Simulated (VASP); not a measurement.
# C3O (Fm-3m) in VASP: a series of runs, part 2 of 2

VASP 6.6.1. The steps go on from the part before.

## Step 4: Relaxation of cell and atoms, PBE+D3(BJ)

This run uses another cell than the first one, of 6.95 Å³/atom.

The input, INCAR:

```
SYSTEM = C3O
PREC = Accurate ; ENCUT = 600
EDIFF = 1E-6 ; ISMEAR = 0
SIGMA = 0.1 ; LREAL = .FALSE.
LASPH = .TRUE. ; NELM = 100
ALGO = Normal ; ISIF = 3
LWAVE = .FALSE. ; LCHARG = .FALSE.
GGA = PE ; IVDW = 12
IBRION = 2 ; NSW = 100
EDIFFG = -0.01
```

The input, KPOINTS:

```
Automatic mesh
0
G
  16 16 16
  0 0 0
```

The input, POSCAR:

```
C3O
1.0
    0.0000000000      2.4045859906      2.4045859906
    2.4045859906      0.0000000000      2.4045859906
    2.4045859906      2.4045859906      0.0000000000
C O
3 1
Direct
    0.7500000000      0.7500000000      0.7500000000
    0.5000000000      0.5000000000      0.5000000000
    0.2500000000      0.2500000000      0.2500000000
    0.0000000000      0.0000000000      0.0000000000
```

Potentials or basis: VASP PAW PBE potentials, release 64 (C, O).

On the command line:

```bash
$ cat potpaw_PBE.64/C/POTCAR potpaw_PBE.64/O/POTCAR > POTCAR
$ mpirun -np 1 vasp_std > vasp.out
```

OUTCAR:

```text
SYSTEM = C3O
   PREC = Accurate
   ENCUT = 600
   EDIFF = 1E-6
   ISMEAR = 0
   LREAL = .FALSE.
   LASPH = .TRUE.
   NELM = 100
   ISIF = 3
   GGA = PE
   IVDW = 12
   IBRION = 2
   NSW = 100
   EDIFFG = -0.01
 IVDW          = 12

 ion  position               nearest neighbor table
   1  0.750  0.750  0.750-
   2  0.500  0.500  0.500-
   3  0.250  0.250  0.250-
   4  0.000  0.000  0.000-

  LATTYP: Found a face centered cubic cell.
 ALAT       =     4.8091719812

  Lattice vectors:

 A1 = (   0.0000000000,   2.4045859906,   2.4045859906)
 A2 = (   2.4045859906,   0.0000000000,   2.4045859906)
 A3 = (   2.4045859906,   2.4045859906,   0.0000000000)

Analysis of symmetry for initial positions (statically):
=====================================================================
 Subroutine PRICEL returns:
 Original cell was already a primitive cell.

 Routine SETGRP: Setting up the symmetry group for a
 face centered cubic supercell.

 Subroutine GETGRP returns: Found 48 space group operations
 (whereof 48 operations were pure point group operations)
 out of a pool of 48 trial point group operations.

The static configuration has the point symmetry O_h .

Analysis of symmetry for dynamics (positions and initial velocities):
=====================================================================
 Subroutine PRICEL returns:
 Original cell was already a primitive cell.

 Routine SETGRP: Setting up the symmetry group for a
 face centered cubic supercell.

 Subroutine GETGRP returns: Found 48 space group operations
 (whereof 48 operations were pure point group operations)
 out of a pool of 48 trial point group operations.

The dynamic configuration has the point symmetry O_h .

 Subroutine INISYM returns: Found 48 space group operations
 (whereof 48 operations are pure point group operations),
 and found     1 'primitive' translations

----------------------------------------------------------------------------------------

                                     Primitive cell

  volume of cell :      27.8068

  direct lattice vectors                    reciprocal lattice vectors
     0.000000000  2.404585991  2.404585991    -0.207936003  0.207936003  0.207936003
     2.404585991  0.000000000  2.404585991     0.207936003 -0.207936003  0.207936003
     2.404585991  2.404585991  0.000000000     0.207936003  0.207936003 -0.207936003

  length of vectors
     3.400598120  3.400598120  3.400598120     0.360155722  0.360155722  0.360155722

  position of ions in fractional coordinates (direct lattice)
     0.750000000  0.750000000  0.750000000
     0.500000000  0.500000000  0.500000000
     0.250000000  0.250000000  0.250000000
     0.000000000  0.000000000  0.000000000

  ion indices of the primitive-cell ions
   primitive index   ion index
                 1           1
                 2           2
                 3           3
                 4           4

----------------------------------------------------------------------------------------

 KPOINTS: Automatic mesh

Automatic generation of k-mesh.
 Grid dimensions read from file:
 generate k-points for:   16   16   16

 Generating k-lattice:

  Cartesian coordinates                     Fractional coordinates (reciprocal lattice)
    -0.012996000  0.012996000  0.012996000     0.062500000  0.000000000  0.000000000
     0.012996000 -0.012996000  0.012996000     0.000000000  0.062500000  0.000000000
     0.012996000  0.012996000 -0.012996000     0.000000000  0.000000000  0.062500000

  Length of vectors
     0.022509733  0.022509733  0.022509733

  Shift w.r.t. Gamma in fractional coordinates (k-lattice)
     0.000000000  0.000000000  0.000000000

 Subroutine IBZKPT returns following result:
 ===========================================

 Found    145 irreducible k-points:

 Following reciprocal coordinates:
            Coordinates               Weight
  0.000000  0.000000  0.000000      1.000000
  0.062500  0.000000  0.000000      8.000000
  0.125000  0.000000  0.000000      8.000000
  0.187500  0.000000  0.000000      8.000000
  0.250000  0.000000  0.000000      8.000000
  0.312500  0.000000  0.000000      8.000000
[... 16 lines left out ...]
 -0.125000  0.062500  0.000000     24.000000
 -0.062500  0.062500  0.000000     12.000000
 [... further k-points ...]
   k-points           NKPTS =    145   k-points in BZ     NKDIM =    145   number of bands    NBANDS=     13
   number of dos      NEDOS =    301   number of ions     NIONS =      4
   total plane-waves  NPLWV =  21952
   dimension x,y,z NGX =    28 NGY =   28 NGZ =   28
   dimension x,y,z NGXF=    56 NGYF=   56 NGZF=   56
   ions per type =               3   1
   NGX,Y,Z   is equivalent  to a cutoff of  13.69, 13.69, 13.69 a.u.
   NGXF,Y,Z  is equivalent  to a cutoff of  27.38, 27.38, 27.38 a.u.
 SYSTEM =  C3O
   PREC   = accura    normal or accurate (medium, high low for compatibility)
   ISTART =      0    job   : 0-new  1-cont  2-samecut
   ICHARG =      2    charge: 1-file 2-atom 10-const
   ISPIN  =      1    spin polarized calculation?
   LNONCOLLINEAR =      F non collinear calculations
   LSORBIT =      F    spin-orbit coupling
   LASPH  =      T    aspherical Exc in radial PAW
   ENCUT  =  600.0 eV  44.10 Ry    6.64 a.u.   6.79  6.79  6.79*2*pi/ulx,y,z
   NELM   =    100;   NELMIN=  2; NELMDL= -5     # of ELM steps
   EDIFF  = 0.1E-05   stopping-criterion for ELM
   LREAL  =      F    real-space projection
   EDIFFG = -.1E-01   stopping-criterion for IOM
   NSW    =    100    number of steps for IOM
   IBRION =      2    ionic relax: 0-MD 1-quasi-New 2-CG
   NFREE  =      1    steps in history (QN), initial steepest desc. (CG)
   ISIF   =      3    stress and relaxation
   ISYM   =      2    0-nonsym 1-usesym 2-fastsym
   POTIM  = 0.5000    time-step for ionic-motion
   TEBEG  =    0.0;   TEEND  =   0.0 temperature during run
   PSTRESS=    0.0 pullay stress
   NELECT =      18.0000    total number of electrons
   NUPDOWN=      -1.0000    fix difference up-down
   EMIN   =  10.00;   EMAX   =-10.00  energy-range for DOS
   EFERMI =   0.00;   METHOD = LEGACY
   ISMEAR =     0;   SIGMA  =   0.10  broadening in eV -4-tet -1-fermi 0-gaus
   EFERMI_NEDOS =   21; number of points for ismear=-14 and -15
   IALGO  =     38    algorithm
   IMIX   =      4    mixing-type and parameters
     AMIX     =   0.40;   BMIX     =  1.00
     AMIX_MAG =   1.60;   BMIX_MAG =  1.00
  volume/ion in A,a.u.               =       6.95        46.91
  Fermi-wavevector in a.u.,A,eV,Ry     =   1.416170  2.676173 27.286989  2.005537
  Thomas-Fermi vector in A             =   2.537532
   LORBIT       =      0    0 simple, 1 ext, 2 COOP (PROOUT), +10 PAW based schemes
   GGA     = PE    functional components
   LHFCALC =     F    Hartree Fock is set to
   AEXX    =    0.0000 exact exchange contribution
   IVDW    =    12    specifies the selected vdW correction
   LEPSILON=     F    determine dielectric tensor
   LRPA    =     F    only Hartree local field effects (RPA)
 conjugate gradient relaxation of ions
 non-spin polarized calculation
 Gauss-broadening in eV      SIGMA  =   0.10
  energy-cutoff  :      600.00
  volume of cell :       27.81
 maximum number of plane-waves:       950
   NGX = 13   NGY = 13   NGZ = 13

--------------------------------------- Ionic step        1  -------------------------------------------

 number of electron      17.9999997 magnetization

 Free energy of the ion-electron system (eV)
  ---------------------------------------------------
  ext. energy  EPLUGINS =         0.00000000
  ---------------------------------------------------
  free energy    TOTEN  =       -17.62631873 eV

  energy without entropy =      -17.61484509  energy(sigma->0) =      -17.62058191

------------------------ aborting loop because EDIFF is reached ----------------------------------------

 Edisp (eV)   -0.79942

 E8    (eV) :    -0.2214
[... 75 lines left out ...]
--------------------------------------- Ionic step        3  -------------------------------------------

 number of electron      17.9999998 magnetization

 Free energy of the ion-electron system (eV)
  ---------------------------------------------------
  ext. energy  EPLUGINS =         0.00000000
  ---------------------------------------------------
  free energy    TOTEN  =       -17.62963556 eV

  energy without entropy =      -17.61834796  energy(sigma->0) =      -17.62399176

 E-fermi :   6.8416     XC(G=0): -12.8679

 val. band max:        6.8405687722   @ k =  -0.2500   0.3125   0.1250
 cond. band min:       6.8473843529   @ k =  -0.4375   0.5000   0.0625
 fundamental gap:      0.0068155806
 Fermi energy:         6.8416272529

 k-point     1 :       0.0000    0.0000    0.0000
  band No.  band energies     occupation
      1     -14.0918      2.00000
      2      -5.1846      2.00000
      3       1.9651      2.00000
      4       2.6664      2.00000
      5       2.6664      2.00000
      6       2.6664      2.00000
      7       4.5190      2.00000
      8       4.5190      2.00000
      9       4.5190      2.00000
     10       5.4325      2.00000
     11       5.4325      2.00000
     12       5.4325      2.00000
     13       5.7148      2.00000
[... 354 lines left out ...]
  band No.  band energies     occupation
      1     -13.9696      2.00000
      2      -5.3327      2.00000
      3       1.0282      2.00000
      4       2.0974      2.00000
      5       2.4895      2.00000
      6       2.6880      2.00000
      7       3.8642      2.00000
      8       4.6684      2.00000
      9       4.9747      2.00000
     10       5.1397      2.00000
     11       5.5483      2.00000
     12       6.4725      2.00000
     13       7.2508      0.00000

 [... further k-points ...]

------------------------ aborting loop because EDIFF is reached ----------------------------------------

 Edisp (eV)   -0.79890

 E8    (eV) :    -0.2213
[... 27 lines left out ...]
  FREE ENERGIE OF THE ION-ELECTRON SYSTEM (eV)
  ---------------------------------------------------
  free  energy   TOTEN  =       -18.4285333729 eV

  energy  without entropy=      -18.4172457708  energy(sigma->0) =      -18.42288957

 reached required accuracy - stopping structural energy minimisation
```

OSZICAR:

```text
N       E                     dE             d eps       ncg     rms          rms(c)
DAV:   1     0.475212776673E+02    0.47521E+02   -0.10340E+04  3770   0.149E+03
[... 24 lines left out ...]
DAV:   1    -0.176362967613E+02   -0.64019E-02   -0.14007E-01  3770   0.366E+00    0.742E-01
DAV:   2    -0.176411552546E+02   -0.48585E-02   -0.79445E-02  3865   0.251E+00    0.884E-01
DAV:   3    -0.176298432006E+02    0.11312E-01   -0.28381E-02  4037   0.162E+00    0.133E-01
DAV:   4    -0.176296622505E+02    0.18095E-03   -0.28716E-03  3916   0.471E-01    0.496E-02
DAV:   5    -0.176296365627E+02    0.25688E-04   -0.83106E-05  5559   0.788E-02    0.148E-02
DAV:   6    -0.176296352813E+02    0.12814E-05   -0.11367E-05  3966   0.310E-02    0.376E-03
DAV:   7    -0.176296355641E+02   -0.28282E-06   -0.10347E-06  1910   0.977E-03
   3 F= -.18428533E+02 E0= -.18422890E+02  d E =-.279669E-02
```

Wall time 74 s (1 thread of AMD EPYC 9R45 (Zen 5), shared host); peak memory 0.18 GiB.

Results:

| Property | Result |
| --- | --- |
| Free energy | -18.4285 eV |
| Relaxed volume | 7.03 Å³/atom |
| Relaxed cell | a = 3.413 Å, b = 3.413 Å, c = 3.413 Å, α = 60.00°, β = 60.00°, γ = 60.00° |
| Space group after relaxing (to 0.1 Å) | Fm-3m (No. 225) |
| Energy gained by relaxing | 0.7 meV/atom |
| Ionic steps | 3 |
| Pressure after relaxing | 0.0 GPa |
| Dispersion energy per atom | -0.200 eV |

The path:
```tsv
step	energy change (eV)	largest force (eV/Å)	pressure (GPa)	volume (Å³)
1	0.0000	0.0000	3.25	27.81
2	-0.0009	0.0000	-2.06	28.38
3	-0.0028	0.0000	0.03	28.10
```

Final structure:
```xyz
4
Lattice="0.0000 2.4130 2.4130 2.4130 0.0000 2.4130 2.4130 2.4130 0.0000" Properties=species:S:1:pos:R:3 pbc="T T T"
C     3.6195    3.6195    3.6195
C     2.4130    2.4130    2.4130
C     1.2065    1.2065    1.2065
O     0.0000    0.0000    0.0000
```

Levels at points of the mesh, in eV from the Fermi level:
```tsv
k point	band 5	band 6	band 7	band 8	band 9	band 10	band 11	band 12	band 13
(0.00, 0.00, 0.00)	-4.18	-4.18	-2.32	-2.32	-2.32	-1.41	-1.41	-1.41	-1.13
(0.50, 0.00, 0.00)	-5.25	-5.25	-3.88	-3.88	-0.47	0.87	2.73	2.73	4.89
(0.50, 0.50, 0.00)	-8.22	-8.10	0.13	0.43	0.43	2.26	3.27	3.27	4.40
```

Caveat: the highest band is partly filled, so the run has too few bands.

## Step 5: Overview

```csv
task,spin,cell,k mesh,cutoff (eV),gap on the mesh (eV),pressure (GPa),relaxed volume (Å³/atom)
single point,off,"a = 3.413 Å, angles 60.0°, 4 atoms",16 × 16 × 16,520,none,0.0,-
relaxation of cell and atoms,"collinear, ferromagnetic start","relaxed from a = 4.383 Å, angles 60.0°, 4 atoms",6 × 6 × 6,600,none,0.0,6.95
relaxation of cell and atoms,off,"relaxed from a = 3.401 Å, angles 60.0°, 4 atoms",16 × 16 × 16,600,-,0.0,7.03
```

Alike in all rows: level PBE+D3(BJ); potentials or basis VASP PAW PBE potentials, release 64 (C, O); smearing gaussian 0.1 eV.

Caveats: the volume moved by over 15 % at a fixed basis, so the end points are rough (at least some runs); the highest band is partly filled, so the run has too few bands (at least some runs).

Absolute energies hang on the potentials; compare differences alone.

The gap in the log of VASP goes by the Fermi energy; the results here count the filled bands.